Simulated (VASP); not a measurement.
# Si6O11 (a cell with a defect) in VASP: notebook

The runs below take Si6O11 (a cell with a defect) through single point, with LDA.

Program: VASP 6.6.1. These are calculated values, not measurements. Logs are shortened: lines on timing, memory, paths and dates and some standing lists are left out, and cuts for length are marked.

## Step 1: The cell of the first run

The cell holds a defect, 17 atoms: a = 4.867 Å, b = 5.365 Å, c = 8.429 Å, α = 90.00°, β = 90.00°, γ = 90.00°.

## Step 2: Single point, LDA

Input file INCAR:

```
SYSTEM = Si6O11
  PREC = Accurate
  ENCUT = 520
  EDIFF = 1E-6
  ISMEAR = 0
  SIGMA = 0.05
  LREAL = Auto
  LASPH = .TRUE.
  NELM = 80
  ALGO = Normal
  ISIF = 2
  LWAVE = .FALSE.
  LCHARG = .FALSE.
  NBANDS = 59
  NELECT = 88.0
```

Input file KPOINTS:

```
regular mesh
0
G
  4 4 2
  0 0 0
```

Input file POSCAR:

```
Si6O11
1.0
   -2.4333868794      4.2147497096      0.0000000000
    0.0000000000      0.0000000000      5.3651521237
    7.3001606382      4.2147497096      0.0000000000
Si O
6 11
Direct
    0.7676536602      0.3333333333      0.2323463398
    0.2676536602      0.3333333333      0.7323463398
    0.4646926795      0.6666666667      0.0000000000
    0.9646926795      0.6666666667      0.5000000000
    0.2676536602      0.0000000000      0.2676536602
    0.7676536602      0.0000000000      0.7676536602
    0.0706884960      0.2213245393      0.2055640003
    0.5706884960      0.2213245393      0.7055640003
    0.7730017524      0.5546578727      0.3618737519
    0.2730017524      0.5546578727      0.8618737519
    0.6563097516      0.8879912060      0.9325622479
    0.3085558281      0.7946691569      0.1812043968
    0.7730017524      0.7786754607      0.6381262481
    0.6563097516      0.4453421273      0.0674377521
    0.1563097516      0.4453421273      0.5674377521
    0.5706884960      0.1120087940      0.2944359997
    0.0706884960      0.1120087940      0.7944359997
```

Potentials or basis: VASP PAW LDA potentials, release 64 (Si, O).

Command:

```
$ cat potpaw_LDA.64/Si/POTCAR potpaw_LDA.64/O/POTCAR > POTCAR
$ mpirun -np 1 vasp_std > vasp.out
```

OUTCAR:

```text
SYSTEM = Si6O11
   PREC = Accurate
   ENCUT = 520
   EDIFF = 1E-6
   ISMEAR = 0
   LREAL = Auto
   LASPH = .TRUE.
   NELM = 80
   ISIF = 2
   NELECT = 88.0

 ion  position               nearest neighbor table
   1  0.768  0.333  0.232-   7 1.61  14 1.61  16 1.61   9 1.61   5 3.03   5 3.03   4 3.03   3 3.03

   2  0.268  0.333  0.732-   8 1.61  15 1.61  17 1.61  10 1.61   6 3.03   6 3.03   3 3.03   4 3.03

   3  0.465  0.667  0.000-  10 1.61  11 1.61  14 1.61  12 1.84   5 3.03   2 3.03   6 3.03   1 3.03

   4  0.965  0.667  0.500-  13 1.61   9 1.61  15 1.61   6 3.03   1 3.03   5 3.03   2 3.03
   5  0.268  0.000  0.268-  12 1.34  16 1.61   7 1.61   3 3.03   1 3.03   1 3.03   4 3.03
   6  0.768  0.000  0.768-  17 1.61  11 1.61   8 1.61  13 1.61   4 3.03   2 3.03   2 3.03   3 3.03

   7  0.071  0.221  0.206-   1 1.61   5 1.61
   8  0.571  0.221  0.706-   2 1.61   6 1.61
   9  0.773  0.555  0.362-   4 1.61   1 1.61
  10  0.273  0.555  0.862-   3 1.61   2 1.61
  11  0.656  0.888  0.933-   6 1.61   3 1.61
  12  0.309  0.795  0.181-   5 1.34   3 1.84
  13  0.773  0.779  0.638-   4 1.61   6 1.61
  14  0.656  0.445  0.067-   1 1.61   3 1.61
  15  0.156  0.445  0.567-   2 1.61   4 1.61
  16  0.571  0.112  0.294-   5 1.61   1 1.61
  17  0.071  0.112  0.794-   6 1.61   2 1.61

  LATTYP: Found a simple orthorhombic cell.
 ALAT       =     4.8667737588
 B/A-ratio  =     1.1024042599
 C/A-ratio  =     1.7320508076

  Lattice vectors:

 A1 = (  -2.4333868794,   4.2147497096,   0.0000000000)
 A2 = (   0.0000000000,   0.0000000000,   5.3651521237)
 A3 = (   7.3001606382,   4.2147497096,   0.0000000000)

Analysis of symmetry for initial positions (statically):
=====================================================================
 Subroutine PRICEL returns:
 Original cell was already a primitive cell.

 Routine SETGRP: Setting up the symmetry group for a
 simple orthorhombic supercell.

 Subroutine GETGRP returns: Found  1 space group operations
 (whereof  1 operations were pure point group operations)
 out of a pool of  8 trial point group operations.

The static configuration has the point symmetry C_1 .

Analysis of symmetry for dynamics (positions and initial velocities):
=====================================================================
 Subroutine PRICEL returns:
 Original cell was already a primitive cell.

 Routine SETGRP: Setting up the symmetry group for a
 simple orthorhombic supercell.

 Subroutine GETGRP returns: Found  1 space group operations
 (whereof  1 operations were pure point group operations)
 out of a pool of  8 trial point group operations.

The dynamic configuration has the point symmetry C_1 .

 Subroutine INISYM returns: Found  1 space group operations
 (whereof  1 operations are pure point group operations),
 and found     1 'primitive' translations

----------------------------------------------------------------------------------------

                                     Primitive cell

  volume of cell :     220.1025

  direct lattice vectors                    reciprocal lattice vectors
    -2.433386879  4.214749710  0.000000000    -0.102737465  0.177946510  0.000000000
     0.000000000  0.000000000  5.365152124     0.000000000  0.000000000  0.186388005
     7.300160638  4.214749710  0.000000000     0.102737465  0.059315503  0.000000000

  length of vectors
     4.866773759  5.365152124  8.429499419     0.205474931  0.186388005  0.118631006

  position of ions in fractional coordinates (direct lattice)
     0.767653660  0.333333333  0.232346340
     0.267653660  0.333333333  0.732346340
     0.464692679  0.666666667  1.000000000
     0.964692679  0.666666667  0.500000000
     0.267653660  0.000000000  0.267653660
     0.767653660  0.000000000  0.767653660
[... 9 lines left out ...]
     0.570688496  0.112008794  0.294436000
     0.070688496  0.112008794  0.794436000

  ion indices of the primitive-cell ions
   primitive index   ion index
                 1           1
                 2           2
                 3           3
                 4           4
                 5           5
                 6           6
[... 9 lines left out ...]
                16          16
                17          17

----------------------------------------------------------------------------------------

 KPOINTS: regular mesh

Automatic generation of k-mesh.
 Grid dimensions read from file:
 generate k-points for:    4    4    2

 Generating k-lattice:

  Cartesian coordinates                     Fractional coordinates (reciprocal lattice)
    -0.025684366  0.044486627  0.000000000     0.250000000  0.000000000  0.000000000
     0.000000000  0.000000000  0.046597001     0.000000000  0.250000000  0.000000000
     0.051368733  0.029657752  0.000000000    -0.000000000  0.000000000  0.500000000

  Length of vectors
     0.051368733  0.046597001  0.059315503

  Shift w.r.t. Gamma in fractional coordinates (k-lattice)
     0.000000000  0.000000000  0.000000000

 Subroutine IBZKPT returns following result:
 ===========================================

 Found     20 irreducible k-points:

 Following reciprocal coordinates:
            Coordinates               Weight
  0.000000  0.000000  0.000000      1.000000
  0.250000  0.000000  0.000000      2.000000
  0.500000  0.000000  0.000000      1.000000
  0.000000  0.250000  0.000000      2.000000
  0.250000  0.250000  0.000000      2.000000
  0.250000 -0.250000  0.000000      2.000000
[... 12 lines left out ...]
  0.250000  0.500000  0.500000      2.000000
  0.500000  0.500000  0.500000      1.000000
   k-points           NKPTS =     20   k-points in BZ     NKDIM =     20   number of bands    NBANDS=     59
   number of dos      NEDOS =    301   number of ions     NIONS =     17
   total plane-waves  NPLWV =  92160
   dimension x,y,z NGX =    36 NGY =   40 NGZ =   64
   dimension x,y,z NGXF=    72 NGYF=   80 NGZF=  128
   ions per type =               6  11
   NGX,Y,Z   is equivalent  to a cutoff of  12.30, 12.39, 12.62 a.u.
   NGXF,Y,Z  is equivalent  to a cutoff of  24.59, 24.79, 25.24 a.u.
 SYSTEM =  Si6O11
   PREC   = accura    normal or accurate (medium, high low for compatibility)
   ISTART =      0    job   : 0-new  1-cont  2-samecut
   ICHARG =      2    charge: 1-file 2-atom 10-const
   ISPIN  =      1    spin polarized calculation?
   LNONCOLLINEAR =      F non collinear calculations
   LSORBIT =      F    spin-orbit coupling
   LASPH  =      T    aspherical Exc in radial PAW
   ENCUT  =  520.0 eV  38.22 Ry    6.18 a.u.   9.05  9.98 15.67*2*pi/ulx,y,z
   NELM   =     80;   NELMIN=  2; NELMDL= -5     # of ELM steps
   EDIFF  = 0.1E-05   stopping-criterion for ELM
   LREAL  =      T    real-space projection
   EDIFFG = 0.1E-04   stopping-criterion for IOM
   NSW    =      0    number of steps for IOM
   IBRION =     -1    ionic relax: 0-MD 1-quasi-New 2-CG
   NFREE  =      0    steps in history (QN), initial steepest desc. (CG)
   ISIF   =      2    stress and relaxation
   ISYM   =      2    0-nonsym 1-usesym 2-fastsym
   POTIM  = 0.5000    time-step for ionic-motion
   TEBEG  =    0.0;   TEEND  =   0.0 temperature during run
   PSTRESS=    0.0 pullay stress
   NELECT =      88.0000    total number of electrons
   NUPDOWN=      -1.0000    fix difference up-down
   EMIN   =  10.00;   EMAX   =-10.00  energy-range for DOS
   EFERMI =   0.00;   METHOD = LEGACY
   ISMEAR =     0;   SIGMA  =   0.05  broadening in eV -4-tet -1-fermi 0-gaus
   EFERMI_NEDOS =   21; number of points for ismear=-14 and -15
   IALGO  =     38    algorithm
   IMIX   =      4    mixing-type and parameters
     AMIX     =   0.40;   BMIX     =  1.00
     AMIX_MAG =   1.60;   BMIX_MAG =  1.00
  volume/ion in A,a.u.               =      12.95        87.37
  Fermi-wavevector in a.u.,A,eV,Ry     =   1.206037  2.279080 19.790026  1.454526
  Thomas-Fermi vector in A             =   2.341716
   LORBIT       =      0    0 simple, 1 ext, 2 COOP (PROOUT), +10 PAW based schemes
   GGA     = CA    functional components
   LHFCALC =     F    Hartree Fock is set to
   AEXX    =    0.0000 exact exchange contribution
   IVDW    =     0    specifies the selected vdW correction
   LEPSILON=     F    determine dielectric tensor
   LRPA    =     F    only Hartree local field effects (RPA)
 non-spin polarized calculation
 Gauss-broadening in eV      SIGMA  =   0.05
  energy-cutoff  :      520.00
  volume of cell :      220.10
 maximum number of plane-waves:      5960
   NGX = 19   NGY = 19   NGZ = 31

 number of electron      88.0000006 magnetization

 Free energy of the ion-electron system (eV)
  ---------------------------------------------------
  ext. energy  EPLUGINS =         0.00000000
  ---------------------------------------------------
  free energy    TOTEN  =      -145.16087528 eV

  energy without entropy =     -145.15750246  energy(sigma->0) =     -145.15918887

 E-fermi :   1.1848     XC(G=0):  -9.5870

 val. band max:        1.1813142316   @ k =   0.0000   0.0000   0.0000
 cond. band min:       1.2827163742   @ k =   0.2500   0.0000   0.0000
 fundamental gap:      0.1014021426
 Fermi energy:         1.1848001966

 k-point     1 :       0.0000    0.0000    0.0000
  band No.  band energies     occupation
      1     -18.7181      2.00000
      2     -18.0970      2.00000
      3     -17.6009      2.00000
      4     -17.0878      2.00000
      5     -17.0350      2.00000
      6     -16.8383      2.00000
[... 48 lines left out ...]
     55      10.7630      0.00000
     56      11.0461      0.00000

 k-point     2 :       0.2500    0.0000    0.0000
  band No.  band energies     occupation
      1     -18.6122      2.00000
      2     -18.0681      2.00000
      3     -17.6325      2.00000
      4     -17.2221      2.00000
      5     -16.9869      2.00000
      6     -16.7683      2.00000
[... 48 lines left out ...]
     55      10.9007      0.00000
     56      11.1517      0.00000

 k-point     3 :       0.5000    0.0000    0.0000
  band No.  band energies     occupation
      1     -18.4563      2.00000
      2     -18.1085      2.00000
      3     -17.6035      2.00000
      4     -17.3684      2.00000
      5     -16.9664      2.00000
      6     -16.6363      2.00000
[... 936 lines left out ...]
 k-point    19 :       0.2500    0.5000    0.5000
  band No.  band energies     occupation
      1     -18.4875      2.00000
      2     -18.0583      2.00000
      3     -17.6497      2.00000
      4     -17.4639      2.00000
      5     -16.9402      2.00000
      6     -16.6960      2.00000
[... 48 lines left out ...]
     55      10.6748      0.00000
     56      10.8741      0.00000

 k-point    20 :       0.5000    0.5000    0.5000
  band No.  band energies     occupation
      1     -18.4224      2.00000
      2     -18.0530      2.00000
      3     -17.5717      2.00000
      4     -17.3686      2.00000
      5     -17.0202      2.00000
      6     -16.7891      2.00000
[... 48 lines left out ...]
     55      10.7461      0.00000
     56      11.0343      0.00000
 [bands above 56 left out]

------------------------ aborting loop because EDIFF is reached ----------------------------------------

  FORCE on cell =-STRESS in cart. coord.  units (eV):
  Direction    XX          YY          ZZ          XY          YZ          ZX
  --------------------------------------------------------------------------------------
  -------------------------------------------------------------------------------------
  Total      -17.1453306    -16.2468216     -0.2692300      2.0332119      3.9314742     11.7789690
  in kB     -124.8048498   -118.2643942     -1.9597875     14.8002224     28.6181152     85.7418557
  external PRESSURE =     -81.6763439 kB  Pullay stress =       0.0000000 kB

 VOLUME and BASIS-vectors are now :
 -----------------------------------------------------------------------------
  energy-cutoff  :      520.00
  volume of cell :      220.10
      direct lattice vectors                 reciprocal lattice vectors
    -2.433386879  4.214749710  0.000000000    -0.102737465  0.177946510  0.000000000
     0.000000000  0.000000000  5.365152124     0.000000000  0.000000000  0.186388005
     7.300160638  4.214749710  0.000000000     0.102737465  0.059315503  0.000000000

 POSITION                                       TOTAL-FORCE (eV/Angst)
 -----------------------------------------------------------------------------------
     -0.17183      4.21475      1.78838        -0.508544     -1.430567      0.128817
      4.69494      4.21475      1.78838         1.107367      1.491655     -0.440302
     -1.13078      1.95856      3.57677         0.609446      0.424759     -0.127116
      1.30261      6.17331      3.57677         2.654730     -1.131080     -3.209981
      1.30261      2.25619      0.00000         5.935227      2.809252     16.440935
      3.73600      6.47094      0.00000         1.034534      0.406994      1.500655
[... 9 lines left out ...]
      0.76072      3.64628      0.60094         1.303580      0.681770      0.340069
      5.62750      3.64628      0.60094        -0.411501     -0.155392     -0.080285
 -----------------------------------------------------------------------------------
    total drift:                               -0.010050     -0.017137     -0.014937

  FREE ENERGIE OF THE ION-ELECTRON SYSTEM (eV)
  ---------------------------------------------------
  free  energy   TOTEN  =      -145.1608752769 eV

  energy  without entropy=     -145.1575024615  energy(sigma->0) =     -145.15918887
```

Wall time 100 s (1 thread of Intel Xeon 6975P-C (Granite Rapids), shared host); peak memory 0.31 GiB.

Results:

* Free energy: -145.1609 eV
* Largest force: 20.502 eV/Å

Forces on the atoms (eV/Å):
```
Si   -0.509  -1.431   0.129
Si    1.107   1.492  -0.440
Si    0.609   0.425  -0.127
Si    2.655  -1.131  -3.210
Si    5.935   2.809  16.441
Si    1.035   0.407   1.501
O     0.761   0.905  -0.951
O    -0.330  -0.217  -0.003
O     0.223   1.068   1.508
O     0.773   0.255   0.754
O     0.846  -0.176  -0.338
O   -11.171  -4.105 -16.694
O    -1.848  -0.023  -0.095
O     0.405   0.168  -0.015
O    -1.383  -0.973   1.281
O     1.304   0.682   0.340
O    -0.412  -0.155  -0.080
```

Levels at points of the mesh, in eV from the Fermi level:
| k point | band 41 | band 42 | band 43 | band 44 | band 45 | band 46 | band 47 | band 48 |
| --- | --- | --- | --- | --- | --- | --- | --- | --- |
| (0.00, 0.00, 0.00) | -0.88 | -0.82 | -0.33 | -0.07 | 0.00 | 4.24 | 6.28 | 6.48 |
| (0.50, 0.00, 0.00) | -0.91 | -0.72 | -0.33 | -0.10 | 0.17 | 4.22 | 6.43 | 6.87 |
| (0.00, 0.50, 0.00) | -0.92 | -0.66 | -0.41 | -0.06 | 0.20 | 4.08 | 6.51 | 6.84 |
| (0.50, 0.50, 0.00) | -0.99 | -0.72 | -0.67 | -0.48 | 0.27 | 4.19 | 6.58 | 7.04 |
| (0.00, 0.00, 0.50) | -0.88 | -0.78 | -0.33 | -0.07 | 0.16 | 4.10 | 6.09 | 6.91 |
| (0.50, 0.00, 0.50) | -0.92 | -0.69 | -0.33 | -0.12 | 0.10 | 4.27 | 6.44 | 6.96 |
| (0.00, 0.50, 0.50) | -0.92 | -0.71 | -0.47 | -0.05 | 0.26 | 4.07 | 6.51 | 6.85 |
| (0.50, 0.50, 0.50) | -0.89 | -0.69 | -0.63 | -0.37 | 0.15 | 4.19 | 6.75 | 7.08 |

Caveat: the cell carries a net charge on a neutralising background, which shifts energy and pressure; the cell differs from its parent crystal (atoms taken out, atom 12 moved 0.125 of the way to it and +0.250 Å across, host rigid); the cell is charged against a uniform background, so pressure and absolute levels hang on convention.

(Continued in part 2 of 2.)
